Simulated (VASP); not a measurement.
# Ge2Sb2Te (P4/mmm) in VASP: single point with PBE

Aim: the single point of Ge2Sb2Te with PBE.

Program: VASP 6.6.1. These are calculated values, not measurements. Logs are shortened: lines on timing, memory, paths and dates and some standing lists are left out, and cuts for length are marked.

### 1 The cell of the first run

Symmetry: P4/mmm, No. 123, tetragonal system. Conventional cell: a = 5.575 Å, b = 5.575 Å, c = 8.527 Å, α = 90.00°, β = 90.00°, γ = 90.00°. Within 3.7 Å of Ge (site symmetry mmm) lie 2 Te at 2.79 Å. Sb (site symmetry 4mm) has 1 Sb at 2.65 Å and 1 Te at 2.94 Å within 3.5 Å. Te (site symmetry 4/mmm) has 4 Ge at 2.79 Å and 2 Sb at 2.94 Å within 3.7 Å.

The cell was generated, and may not be a known phase.

### 2 Single point, PBE

Contents of INCAR:

```
  PREC = Accurate
  ENCUT = 500
  EDIFF = 1E-6
  ISMEAR = 0
  SIGMA = 0.2
  LREAL = False
  LASPH = True
  NELM = 120
  ALGO = Normal
  ISIF = 2
  LWAVE = False
  LCHARG = False
  GGA = PE
  NBANDS = 30
  GGA_COMPAT = False
```

Contents of KPOINTS:

```
regular mesh
0
Gamma
  4 4 2
```

Contents of POSCAR:

```
Ge2Sb2Te
1.0
    5.5751444124      0.0000000000      0.0000000000
    0.0000000000      5.5751444124      0.0000000000
    0.0000000000      0.0000000000      8.5268627531
Ge Sb Te
2 2 1
Direct
    0.0000000000      0.5000000000      0.5000000000
    0.5000000000      0.0000000000      0.5000000000
    0.5000000000      0.5000000000      0.8443733599
    0.5000000000      0.5000000000      0.1556266401
    0.5000000000      0.5000000000      0.5000000000
```

Potentials or basis: VASP PAW PBE potentials, release 64 (Ge_d, Sb, Te).

Launch:

```sh
> cat potpaw_PBE.64/Ge_d/POTCAR potpaw_PBE.64/Sb/POTCAR potpaw_PBE.64/Te/POTCAR > POTCAR
> mpirun -np 1 vasp_std > vasp.out
```

OUTCAR:

```text
PREC = Accurate
   ENCUT = 500
   EDIFF = 1E-6
   ISMEAR = 0
   LREAL = False
   LASPH = True
   NELM = 120
   ISIF = 2
   GGA = PE

 ion  position               nearest neighbor table
   1  0.000  0.500  0.500-   5 2.79   5 2.79
   2  0.500  0.000  0.500-   5 2.79   5 2.79
   3  0.500  0.500  0.844-   4 2.65   5 2.94
   4  0.500  0.500  0.156-   3 2.65   5 2.94
   5  0.500  0.500  0.500-   1 2.79   2 2.79   2 2.79   1 2.79   3 2.94   4 2.94

  LATTYP: Found a simple tetragonal cell.
 ALAT       =     5.5751444124
 C/A-ratio  =     1.5294424902

  Lattice vectors:

 A1 = (   5.5751444124,   0.0000000000,   0.0000000000)
 A2 = (   0.0000000000,   5.5751444124,   0.0000000000)
 A3 = (   0.0000000000,   0.0000000000,   8.5268627531)

Analysis of symmetry for initial positions (statically):
=====================================================================
 Subroutine PRICEL returns:
 Original cell was already a primitive cell.

 Routine SETGRP: Setting up the symmetry group for a
 simple tetragonal supercell.

 Subroutine GETGRP returns: Found 16 space group operations
 (whereof 16 operations were pure point group operations)
 out of a pool of 16 trial point group operations.

The static configuration has the point symmetry D_4h.

Analysis of symmetry for dynamics (positions and initial velocities):
=====================================================================
 Subroutine PRICEL returns:
 Original cell was already a primitive cell.

 Routine SETGRP: Setting up the symmetry group for a
 simple tetragonal supercell.

 Subroutine GETGRP returns: Found 16 space group operations
 (whereof 16 operations were pure point group operations)
 out of a pool of 16 trial point group operations.

The dynamic configuration has the point symmetry D_4h.

 Subroutine INISYM returns: Found 16 space group operations
 (whereof 16 operations are pure point group operations),
 and found     1 'primitive' translations

----------------------------------------------------------------------------------------

                                     Primitive cell

  volume of cell :     265.0340

  direct lattice vectors                    reciprocal lattice vectors
     5.575144412  0.000000000  0.000000000     0.179367551  0.000000000  0.000000000
     0.000000000  5.575144412  0.000000000     0.000000000  0.179367551  0.000000000
[... 78 lines left out ...]
   EDIFF  = 0.1E-05   stopping-criterion for ELM
   LREAL  =      F    real-space projection
   EDIFFG = 0.1E-04   stopping-criterion for IOM
   NSW    =      0    number of steps for IOM
   IBRION =     -1    ionic relax: 0-MD 1-quasi-New 2-CG
   NFREE  =      0    steps in history (QN), initial steepest desc. (CG)
   ISIF   =      2    stress and relaxation
   ISYM   =      2    0-nonsym 1-usesym 2-fastsym
   POTIM  = 0.5000    time-step for ionic-motion
   TEBEG  =    0.0;   TEEND  =   0.0 temperature during run
   PSTRESS=    0.0 pullay stress
   NELECT =      44.0000    total number of electrons
   NUPDOWN=      -1.0000    fix difference up-down
   EMIN   =  10.00;   EMAX   =-10.00  energy-range for DOS
   EFERMI =   0.00;   METHOD = LEGACY
   ISMEAR =     0;   SIGMA  =   0.20  broadening in eV -4-tet -1-fermi 0-gaus
   EFERMI_NEDOS =   21; number of points for ismear=-14 and -15
   IALGO  =     38    algorithm
   IMIX   =      4    mixing-type and parameters
     AMIX     =   0.40;   BMIX     =  1.00
     AMIX_MAG =   1.60;   BMIX_MAG =  1.00
  volume/ion in A,a.u.               =      53.01       357.71
  Fermi-wavevector in a.u.,A,eV,Ry     =   0.899757  1.700294 11.014768  0.809563
  Thomas-Fermi vector in A             =   2.022630
   LORBIT       =      0    0 simple, 1 ext, 2 COOP (PROOUT), +10 PAW based schemes
   GGA     = PE    functional components
   LHFCALC =     F    Hartree Fock is set to
   AEXX    =    0.0000 exact exchange contribution
   IVDW    =     0    specifies the selected vdW correction
   LEPSILON=     F    determine dielectric tensor
   LRPA    =     F    only Hartree local field effects (RPA)
 non-spin polarized calculation
 Gauss-broadening in eV      SIGMA  =   0.20
  energy-cutoff  :      500.00
  volume of cell :      265.03
 maximum number of plane-waves:      6756
 NGX is ok and might be reduce to    42
   NGX = 21   NGY = 21   NGZ = 31

 number of electron      43.9999983 magnetization

 Free energy of the ion-electron system (eV)
  ---------------------------------------------------
  ext. energy  EPLUGINS =         0.00000000
  ---------------------------------------------------
  free energy    TOTEN  =       -15.20971595 eV

  energy without entropy =      -15.17180706  energy(sigma->0) =      -15.19076150

 E-fermi :   1.2688     XC(G=0):  -6.5784

 val. band max:        1.0123541230   @ k =   0.5000   0.0000   0.5000
 cond. band min:       1.3440377002   @ k =   0.0000   0.0000   0.5000
 fundamental gap:      0.3316835772
 Fermi energy:         1.2688045295

 k-point     1 :       0.0000    0.0000    0.0000
  band No.  band energies     occupation
      1     -24.1284      2.00000
      2     -24.1197      2.00000
      3     -24.1112      2.00000
      4     -24.1112      2.00000
      5     -24.0712      2.00000
      6     -24.0700      2.00000
[... 385 lines left out ...]
     29       3.4147      0.00000
     30       4.7711      0.00000

------------------------ aborting loop because EDIFF is reached ----------------------------------------

  FORCE on cell =-STRESS in cart. coord.  units (eV):
  Direction    XX          YY          ZZ          XY          YZ          ZX
  --------------------------------------------------------------------------------------
  -------------------------------------------------------------------------------------
  Total        1.0153648      1.0153648      0.9887988      0.0000000      0.0000000      0.0000000
  in kB        6.1380608      6.1380608      5.9774643      0.0000000      0.0000000      0.0000000
  external PRESSURE =       6.0845286 kB  Pullay stress =       0.0000000 kB

 VOLUME and BASIS-vectors are now :
 -----------------------------------------------------------------------------
  energy-cutoff  :      500.00
  volume of cell :      265.03
      direct lattice vectors                 reciprocal lattice vectors
     5.575144412  0.000000000  0.000000000     0.179367551  0.000000000  0.000000000
     0.000000000  5.575144412  0.000000000     0.000000000  0.179367551  0.000000000
     0.000000000  0.000000000  8.526862753     0.000000000  0.000000000  0.117276427

 POSITION                                       TOTAL-FORCE (eV/Angst)
 -----------------------------------------------------------------------------------
      0.00000      2.78757      4.26343         0.000000      0.000000     -0.000000
      2.78757      0.00000      4.26343         0.000000      0.000000     -0.000000
      2.78757      2.78757      7.19986         0.000000     -0.000000     -0.015496
      2.78757      2.78757      1.32701         0.000000     -0.000000      0.015496
      2.78757      2.78757      4.26343         0.000000      0.000000     -0.000000
 -----------------------------------------------------------------------------------
    total drift:                                0.000000      0.000000     -0.000000

  FREE ENERGIE OF THE ION-ELECTRON SYSTEM (eV)
  ---------------------------------------------------
  free  energy   TOTEN  =       -15.2097159484 eV

  energy  without entropy=      -15.1718070601  energy(sigma->0) =      -15.19076150
```

OSZICAR:

```text
N       E                     dE             d eps       ncg     rms          rms(c)
DAV:   1     0.331151283052E+03    0.33115E+03   -0.19284E+04   870   0.180E+03
DAV:   2     0.309312133514E+02   -0.30022E+03   -0.29084E+03   814   0.437E+02
DAV:   3    -0.129268288739E+02   -0.43858E+02   -0.42695E+02   848   0.139E+02
DAV:   4    -0.152604508211E+02   -0.23336E+01   -0.23136E+01   834   0.353E+01
DAV:   5    -0.153721134795E+02   -0.11166E+00   -0.11164E+00  1020   0.826E+00    0.869E+00
DAV:   6    -0.152262028143E+02    0.14591E+00   -0.37890E-01   868   0.293E+00    0.529E+00
DAV:   7    -0.152090915387E+02    0.17111E-01   -0.12076E-01   868   0.169E+00    0.119E+00
DAV:   8    -0.152098640608E+02   -0.77252E-03   -0.10977E-02   858   0.657E-01    0.187E-01
DAV:   9    -0.152095970476E+02    0.26701E-03   -0.13386E-03   924   0.195E-01    0.110E-01
DAV:  10    -0.152096812656E+02   -0.84218E-04   -0.30533E-04   868   0.716E-02    0.430E-02
DAV:  11    -0.152096958511E+02   -0.14586E-04   -0.30749E-05   788   0.321E-02    0.362E-02
DAV:  12    -0.152097133976E+02   -0.17546E-04   -0.17921E-05   672   0.177E-02    0.483E-03
DAV:  13    -0.152097152694E+02   -0.18718E-05   -0.16409E-06   640   0.716E-03    0.499E-03
DAV:  14    -0.152097159484E+02   -0.67901E-06   -0.10613E-06   568   0.414E-03
   1 F= -.15209716E+02 E0= -.15190762E+02  d E =-.379089E-01
```

Run time: 3 min. Hardware: 1 thread of Intel Xeon 8259CL, shared host; peak memory 0.37 GiB.

What came out:

```
Free energy            : -15.2097 eV
Pressure               : 0.6 GPa
Largest force          : 0.015 eV/Å
Band gap on the k mesh : zero (bands 22 and 23 overlap by 1.22 eV)
```

Forces in eV/Å, atoms in the order of the input:
```
Ge   0.000  0.000  0.000
Ge   0.000  0.000  0.000
Sb   0.000  0.000 -0.015
Sb   0.000  0.000  0.015
Te   0.000  0.000  0.000
```

Caveat: the k points lie up to 0.37 Å⁻¹ apart, too coarse for converged energies and pressures of a metal; spin-orbit coupling is left out, which moves the levels of the heavy elements.

The gap in the log of VASP goes by the Fermi energy; the results here count the filled bands.